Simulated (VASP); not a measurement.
# SiO2 (P6_3/mmc) in VASP: a series of runs

The runs below take SiO2 through relaxation of shape and atoms at fixed volume, single point, with PBE.

Everything below comes from runs of VASP 6.6.1. Logs are shortened: lines on timing, memory, paths and dates and some standing lists are left out, and cuts for length are marked.

**1. The cell of the first run**

The structure is hexagonal, space group P6_3/mmc (No. 194). The conventional cell has a = 5.056 Å, b = 5.056 Å, c = 8.252 Å, α = 90.00°, β = 90.00°, γ = 120.00°. Si (site symmetry 3m) has 4 O at 1.55 Å within 2.1 Å. O (site symmetry -6m2) has 2 Si at 1.55 Å within 2.1 Å. Within 2.1 Å of O (site symmetry 2/m) lie 2 Si at 1.55 Å.

**2. Relaxation of shape and atoms at fixed volume, PBE (volume scaled by 0.88)**

INCAR reads:

```
SYSTEM = SiO2
  PREC = Accurate
  ENCUT = 600
  EDIFF = 1E-6
  ISMEAR = 0
  SIGMA = 0.02
  LREAL = .FALSE.
  LASPH = .TRUE.
  NELM = 60
  ALGO = Normal
  ISIF = 4
  LWAVE = .FALSE.
  LCHARG = .FALSE.
  GGA = PE
  IBRION = 2
  NSW = 50
  EDIFFG = -0.01
```

KPOINTS reads:

```
regular mesh
0
G
  6 6 4
  0 0 0
```

POSCAR reads:

```
SiO2
1.0
    5.0559379537      0.0000000000      0.0000000000
   -2.5279689769      4.3785707079      0.0000000000
    0.0000000000      0.0000000000      8.2524754272
Si O
4 8
Direct
    0.3333333333      0.6666666667      0.0624424152
    0.6666666667      0.3333333333      0.5624424152
    0.3333333333      0.6666666667      0.4375575848
    0.6666666667      0.3333333333      0.9375575848
    0.3333333333      0.6666666667      0.2500000000
    0.6666666667      0.3333333333      0.7500000000
    0.5000000000      0.0000000000      0.0000000000
    0.5000000000      0.5000000000      0.5000000000
    0.0000000000      0.5000000000      0.0000000000
    0.5000000000      0.0000000000      0.5000000000
    0.5000000000      0.5000000000      0.0000000000
    0.0000000000      0.5000000000      0.5000000000
```

Potentials or basis: VASP PAW PBE potentials, release 64 (Si, O).

Run with:

```console
> cat potpaw_PBE.64/Si/POTCAR potpaw_PBE.64/O/POTCAR > POTCAR
> mpirun -np 1 vasp_std > vasp.out
```

OUTCAR:

```text
SYSTEM = SiO2
   PREC = Accurate
   ENCUT = 600
   EDIFF = 1E-6
   ISMEAR = 0
   LREAL = .FALSE.
   LASPH = .TRUE.
   NELM = 60
   ISIF = 4
   GGA = PE
   IBRION = 2
   NSW = 50
   EDIFFG = -0.01

 ion  position               nearest neighbor table
   1  0.333  0.667  0.062-   5 1.55   9 1.55   7 1.55  11 1.55   3 3.10   4 3.10   4 3.10   4 3.10

   2  0.667  0.333  0.562-   6 1.55  12 1.55  10 1.55   8 1.55   4 3.10   3 3.10   3 3.10   3 3.10

   3  0.333  0.667  0.438-   5 1.55  12 1.55  10 1.55   8 1.55   1 3.10   2 3.10   2 3.10   2 3.10

   4  0.667  0.333  0.938-   6 1.55   9 1.55   7 1.55  11 1.55   2 3.10   1 3.10   1 3.10   1 3.10

   5  0.333  0.667  0.250-   1 1.55   3 1.55
   6  0.667  0.333  0.750-   2 1.55   4 1.55
   7  0.500  0.000  0.000-   1 1.55   4 1.55
   8  0.500  0.500  0.500-   2 1.55   3 1.55
   9  0.000  0.500  0.000-   1 1.55   4 1.55
  10  0.500  0.000  0.500-   2 1.55   3 1.55
  11  0.500  0.500  0.000-   1 1.55   4 1.55
  12  0.000  0.500  0.500-   2 1.55   3 1.55

  LATTYP: Found a hexagonal cell.
 ALAT       =     5.0559379537
 C/A-ratio  =     1.6322343159

  Lattice vectors:

 A1 = (   5.0559379537,   0.0000000000,   0.0000000000)
 A2 = (  -2.5279689769,   4.3785707079,   0.0000000000)
 A3 = (   0.0000000000,   0.0000000000,   8.2524754272)

Analysis of symmetry for initial positions (statically):
=====================================================================
 Subroutine PRICEL returns:
 Original cell was already a primitive cell.

 Routine SETGRP: Setting up the symmetry group for a
 hexagonal supercell.

 Subroutine GETGRP returns: Found 24 space group operations
 (whereof 12 operations were pure point group operations)
 out of a pool of 24 trial point group operations.

The static configuration has the point symmetry D_3d.
 The point group associated with its full space group is D_6h.

Analysis of symmetry for dynamics (positions and initial velocities):
=====================================================================
 Subroutine PRICEL returns:
 Original cell was already a primitive cell.

 Routine SETGRP: Setting up the symmetry group for a
 hexagonal supercell.

 Subroutine GETGRP returns: Found 24 space group operations
 (whereof 12 operations were pure point group operations)
 out of a pool of 24 trial point group operations.

The dynamic configuration has the point symmetry D_3d.
 The point group associated with its full space group is D_6h.

 Subroutine INISYM returns: Found 24 space group operations
 (whereof 12 operations are pure point group operations),
 and found     1 'primitive' translations

----------------------------------------------------------------------------------------

                                     Primitive cell

  volume of cell :     182.6915

  direct lattice vectors                    reciprocal lattice vectors
     5.055937954  0.000000000  0.000000000     0.197787237  0.114192515  0.000000000
    -2.527968977  4.378570708  0.000000000     0.000000000  0.228385029  0.000000000
     0.000000000  0.000000000  8.252475427     0.000000000  0.000000000  0.121175762

  length of vectors
     5.055937954  5.055937954  8.252475427     0.228385029  0.228385029  0.121175762

  position of ions in fractional coordinates (direct lattice)
     0.333333333  0.666666667  0.062442415
     0.666666667  0.333333333  0.562442415
     0.333333333  0.666666667  0.437557585
     0.666666667  0.333333333  0.937557585
     0.333333333  0.666666667  0.250000000
     0.666666667  0.333333333  0.750000000
     0.500000000  0.000000000  0.000000000
     0.500000000  0.500000000  0.500000000
     1.000000000  0.500000000  0.000000000
     0.500000000  0.000000000  0.500000000
     0.500000000  0.500000000  0.000000000
     1.000000000  0.500000000  0.500000000

  ion indices of the primitive-cell ions
   primitive index   ion index
                 1           1
                 2           2
                 3           3
                 4           4
                 5           5
                 6           6
                 7           7
                 8           8
                 9           9
                10          10
                11          11
                12          12

----------------------------------------------------------------------------------------

 KPOINTS: regular mesh

Automatic generation of k-mesh.
 Grid dimensions read from file:
 generate k-points for:    6    6    4

 Generating k-lattice:

  Cartesian coordinates                     Fractional coordinates (reciprocal lattice)
     0.032964540  0.019032086  0.000000000     0.166666667 -0.000000000  0.000000000
     0.000000000  0.038064172  0.000000000     0.000000000  0.166666667  0.000000000
     0.000000000  0.000000000  0.030293941     0.000000000  0.000000000  0.250000000

  Length of vectors
     0.038064172  0.038064172  0.030293941

  Shift w.r.t. Gamma in fractional coordinates (k-lattice)
     0.000000000  0.000000000  0.000000000

 Subroutine IBZKPT returns following result:
 ===========================================

 Found     21 irreducible k-points:

 Following reciprocal coordinates:
            Coordinates               Weight
  0.000000  0.000000  0.000000      1.000000
  0.166667  0.000000  0.000000      6.000000
  0.333333  0.000000  0.000000      6.000000
  0.500000  0.000000  0.000000      3.000000
  0.166667  0.166667  0.000000      6.000000
  0.333333  0.166667  0.000000     12.000000
[... 13 lines left out ...]
  0.333333  0.166667  0.500000     12.000000
  0.333333  0.333333  0.500000      2.000000
   k-points           NKPTS =     21   k-points in BZ     NKDIM =     21   number of bands    NBANDS=     39
   number of dos      NEDOS =    301   number of ions     NIONS =     12
   total plane-waves  NPLWV = 112000
   dimension x,y,z NGX =    40 NGY =   40 NGZ =   70
   dimension x,y,z NGXF=    80 NGYF=   80 NGZF=  140
   ions per type =               4   8
   NGX,Y,Z   is equivalent  to a cutoff of  13.15, 13.15, 14.10 a.u.
   NGXF,Y,Z  is equivalent  to a cutoff of  26.31, 26.31, 28.20 a.u.
 SYSTEM =  SiO2
   PREC   = accura    normal or accurate (medium, high low for compatibility)
   ISTART =      0    job   : 0-new  1-cont  2-samecut
   ICHARG =      2    charge: 1-file 2-atom 10-const
   ISPIN  =      1    spin polarized calculation?
   LNONCOLLINEAR =      F non collinear calculations
   LSORBIT =      F    spin-orbit coupling
   LASPH  =      T    aspherical Exc in radial PAW
   ENCUT  =  600.0 eV  44.10 Ry    6.64 a.u.  10.10 10.10 16.48*2*pi/ulx,y,z
   NELM   =     60;   NELMIN=  2; NELMDL= -5     # of ELM steps
   EDIFF  = 0.1E-05   stopping-criterion for ELM
   LREAL  =      F    real-space projection
   EDIFFG = -.1E-01   stopping-criterion for IOM
   NSW    =     50    number of steps for IOM
   IBRION =      2    ionic relax: 0-MD 1-quasi-New 2-CG
   NFREE  =      1    steps in history (QN), initial steepest desc. (CG)
   ISIF   =      4    stress and relaxation
   ISYM   =      2    0-nonsym 1-usesym 2-fastsym
   POTIM  = 0.5000    time-step for ionic-motion
   TEBEG  =    0.0;   TEEND  =   0.0 temperature during run
   PSTRESS=    0.0 pullay stress
   NELECT =      64.0000    total number of electrons
   NUPDOWN=      -1.0000    fix difference up-down
   EMIN   =  10.00;   EMAX   =-10.00  energy-range for DOS
   EFERMI =   0.00;   METHOD = LEGACY
   ISMEAR =     0;   SIGMA  =   0.02  broadening in eV -4-tet -1-fermi 0-gaus
   EFERMI_NEDOS =   21; number of points for ismear=-14 and -15
   IALGO  =     38    algorithm
   IMIX   =      4    mixing-type and parameters
     AMIX     =   0.40;   BMIX     =  1.00
     AMIX_MAG =   1.60;   BMIX_MAG =  1.00
  volume/ion in A,a.u.               =      15.22       102.74
  Fermi-wavevector in a.u.,A,eV,Ry     =   1.154061  2.180859 18.121007  1.331856
  Thomas-Fermi vector in A             =   2.290700
   LORBIT       =      0    0 simple, 1 ext, 2 COOP (PROOUT), +10 PAW based schemes
   GGA     = PE    functional components
   LHFCALC =     F    Hartree Fock is set to
   AEXX    =    0.0000 exact exchange contribution
   IVDW    =     0    specifies the selected vdW correction
   LEPSILON=     F    determine dielectric tensor
   LRPA    =     F    only Hartree local field effects (RPA)
 conjugate gradient relaxation of ions
 non-spin polarized calculation
 Gauss-broadening in eV      SIGMA  =   0.02
  energy-cutoff  :      600.00
  volume of cell :      182.69
 maximum number of plane-waves:      6126
   NGX = 21   NGY = 21   NGZ = 33

 number of electron      64.0000032 magnetization

 Free energy of the ion-electron system (eV)
  ---------------------------------------------------
  ext. energy  EPLUGINS =         0.00000000
  ---------------------------------------------------
  free energy    TOTEN  =       -93.17746514 eV

  energy without entropy =      -93.17746514  energy(sigma->0) =      -93.17746514

 E-fermi :   0.0152     XC(G=0):  -7.8585

 val. band max:       -0.1601577962   @ k =   0.0000   0.0000   0.0000
 cond. band min:       5.5022126948   @ k =   0.0000   0.0000   0.0000
 fundamental gap:      5.6623704910
 Fermi energy:         0.0152218745

 k-point     1 :       0.0000    0.0000    0.0000
  band No.  band energies     occupation
      1     -20.1837      2.00000
      2     -19.7217      2.00000
      3     -18.6382      2.00000
      4     -17.8835      2.00000
      5     -17.8835      2.00000
      6     -17.8676      2.00000
[... 31 lines left out ...]
     38       9.4245      0.00000
     39       9.4846      0.00000

 k-point     2 :       0.1667    0.0000    0.0000
  band No.  band energies     occupation
      1     -20.1071      2.00000
      2     -19.6367      2.00000
      3     -18.7448      2.00000
      4     -18.0138      2.00000
      5     -17.8937      2.00000
      6     -17.8874      2.00000
[... 31 lines left out ...]
     38       9.7280      0.00000
     39       9.8224      0.00000

 k-point     3 :       0.3333    0.0000    0.0000
  band No.  band energies     occupation
      1     -19.9017      2.00000
      2     -19.4070      2.00000
      3     -19.0149      2.00000
      4     -18.3670      2.00000
      5     -17.9045      2.00000
      6     -17.8953      2.00000
[... 31 lines left out ...]
     38       9.8369      0.00000
     39      10.0703      0.00000

 k-point     4 :       0.5000    0.0000    0.0000
  band No.  band energies     occupation
      1     -19.7280      2.00000
      2     -19.2223      2.00000
      3     -19.2095      2.00000
      4     -18.6231      2.00000
      5     -17.9057      2.00000
      6     -17.8992      2.00000
[... 31 lines left out ...]
     38       9.8026      0.00000
     39      10.1008      0.00000
[... 628 lines left out ...]
     38       9.6303      0.00000
     39      10.6105      0.00000

 k-point    20 :       0.3333    0.1667    0.5000
  band No.  band energies     occupation
      1     -19.5833      2.00000
      2     -19.5833      2.00000
      3     -18.8108      2.00000
      4     -18.8108      2.00000
      5     -17.8934      2.00000
      6     -17.8934      2.00000
[... 31 lines left out ...]
     38       9.6556      0.00000
     39      10.5731      0.00000

 k-point    21 :       0.3333    0.3333    0.5000
  band No.  band energies     occupation
      1     -19.4775      2.00000
      2     -19.4775      2.00000
      3     -18.9375      2.00000
      4     -18.9375      2.00000
      5     -17.8982      2.00000
      6     -17.8982      2.00000
[... 31 lines left out ...]
     38       9.4227      0.00000
     39      10.2169      0.00000

------------------------ aborting loop because EDIFF is reached ----------------------------------------

  FORCE on cell =-STRESS in cart. coord.  units (eV):
  Direction    XX          YY          ZZ          XY          YZ          ZX
  --------------------------------------------------------------------------------------
  -------------------------------------------------------------------------------------
  Total       27.0669694     27.0669694     26.9913323     -0.0000000     -0.0000000      0.0000000
  in kB      237.3733023    237.3733023    236.7099757     -0.0000000     -0.0000000      0.0000000
  external PRESSURE =     237.1521934 kB  Pullay stress =       0.0000000 kB

 VOLUME and BASIS-vectors are now :
 -----------------------------------------------------------------------------
  energy-cutoff  :      600.00
  volume of cell :      182.69
      direct lattice vectors                 reciprocal lattice vectors
     5.055937954  0.000000000  0.000000000     0.197787237  0.114192515  0.000000000
    -2.527968977  4.378570708  0.000000000     0.000000000  0.228385029  0.000000000
     0.000000000  0.000000000  8.252475427     0.000000000  0.000000000  0.121175762

 POSITION                                       TOTAL-FORCE (eV/Angst)
 -----------------------------------------------------------------------------------
     -0.00000      2.91905      0.51530        -0.000000      0.000000     -0.003965
      2.52797      1.45952      4.64154        -0.000000      0.000000     -0.003965
     -0.00000      2.91905      3.61093         0.000000     -0.000000      0.003965
      2.52797      1.45952      7.73717         0.000000     -0.000000      0.003965
     -0.00000      2.91905      2.06312         0.000000      0.000000      0.000000
      2.52797      1.45952      6.18936        -0.000000     -0.000000      0.000000
      2.52797      0.00000      0.00000        -0.000000     -0.000000     -0.000000
      1.26398      2.18929      4.12624        -0.000000     -0.000000     -0.000000
     -1.26398      2.18929      0.00000        -0.000000     -0.000000     -0.000000
      2.52797      0.00000      4.12624        -0.000000     -0.000000     -0.000000
      1.26398      2.18929      0.00000        -0.000000     -0.000000     -0.000000
     -1.26398      2.18929      4.12624        -0.000000     -0.000000     -0.000000
 -----------------------------------------------------------------------------------
    total drift:                               -0.000000      0.000000      0.000000

  FREE ENERGIE OF THE ION-ELECTRON SYSTEM (eV)
  ---------------------------------------------------
  free  energy   TOTEN  =       -93.1774651383 eV

  energy  without entropy=      -93.1774651383  energy(sigma->0) =      -93.17746514

 reached required accuracy - stopping structural energy minimisation
```

It took 2.9 min on 1 thread of Intel Xeon 6975P-C, shared host; peak memory 0.38 GiB.

What came out:

```
Free energy                  : -93.1775 eV
Pressure after relaxing      : 23.7 GPa
Largest force after relaxing : 0.004 eV/Å
Band gap on the k mesh       : 5.66 eV, direct
```

Forces on the atoms (eV/Å):
```
Si   0.000  0.000 -0.004
Si   0.000  0.000 -0.004
Si   0.000  0.000  0.004
Si   0.000  0.000  0.004
O    0.000  0.000  0.000
O    0.000  0.000  0.000
O    0.000  0.000  0.000
O    0.000  0.000  0.000
O    0.000  0.000  0.000
O    0.000  0.000  0.000
O    0.000  0.000  0.000
O    0.000  0.000  0.000
```

Final structure:
```
Si O
1.0
     5.05594    0.00000    0.00000
    -2.52797    4.37857    0.00000
     0.00000    0.00000    8.25248
Si O
4 8
Direct
  0.33333 0.66667 0.06244
  0.66667 0.33333 0.56244
  0.33333 0.66667 0.43756
  0.66667 0.33333 0.93756
  0.33333 0.66667 0.25000
  0.66667 0.33333 0.75000
  0.50000 0.00000 0.00000
  0.50000 0.50000 0.50000
  0.00000 0.50000 0.00000
  0.50000 0.00000 0.50000
  0.50000 0.50000 0.00000
  0.00000 0.50000 0.50000
```

Caveat: the relaxation stopped at its first step, so nothing moved. A k mesh can miss the band edges.

(Part 1 of 2 ends here.)
